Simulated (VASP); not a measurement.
Input of a VASP 6.6.1 run:

Contents of POSCAR:

```
NaI
1.0
    0.0000000000      3.2364000000      3.2364000000
    3.2364000000      0.0000000000      3.2364000000
    3.2364000000      3.2364000000      0.0000000000
Na I
1 1
Direct
    0.0000000000      0.0000000000      0.0000000000
    0.5000000000      0.5000000000      0.5000000000
```

File INCAR.step1:

```
SYSTEM = NaI
PREC = Accurate
ENCUT = 550
ISMEAR = 0
SIGMA = 0.01
LREAL = .FALSE.
LASPH = .TRUE.
NELM = 120
NBANDS = 14
GGA = PE
ALGO = Normal
EDIFF = 1E-5
LWAVE = .TRUE.
LCHARG = .FALSE.
GGA_COMPAT = .FALSE.
```

INCAR.step2

```
SYSTEM = NaI
PREC = Accurate
ENCUT = 550
EDIFF = 1E-6
ISMEAR = 0
SIGMA = 0.01
LREAL = .FALSE.
LASPH = .TRUE.
NELM = 120
ALGO = Normal
ISIF = 2
LWAVE = .FALSE.
LCHARG = .FALSE.
METAGGA = R2SCAN
LMIXTAU = .TRUE.
NBANDS = 14
ISTART = 1
GGA_COMPAT = .FALSE.
```

File KPOINTS:

```
Automatic mesh
0
G
  5 5 5
  0 0 0
```

Potentials or basis: VASP PAW PBE potentials, release 64 (Na_pv, I).

Command:

```console
$ cat potpaw_PBE.64/Na_pv/POTCAR potpaw_PBE.64/I/POTCAR > POTCAR
$ cp INCAR.step1 INCAR
$ mpirun -np 1 vasp_std > vasp.out
$ cp INCAR.step2 INCAR
$ mpirun -np 1 vasp_std > vasp.out
```

**Question.** Estimate the band gap on the k mesh.

**Answer.** 4.44 eV.

**Question.** Estimate the pressure.

**Answer.** -0.2 GPa.

Caveat: the PAW data sets were made with another functional, which shifts forces and pressure a little; spin-orbit coupling is left out, which moves the levels of the heavy elements. r2SCAN opens gaps a little over a GGA but as a rule still falls short of measured ones.
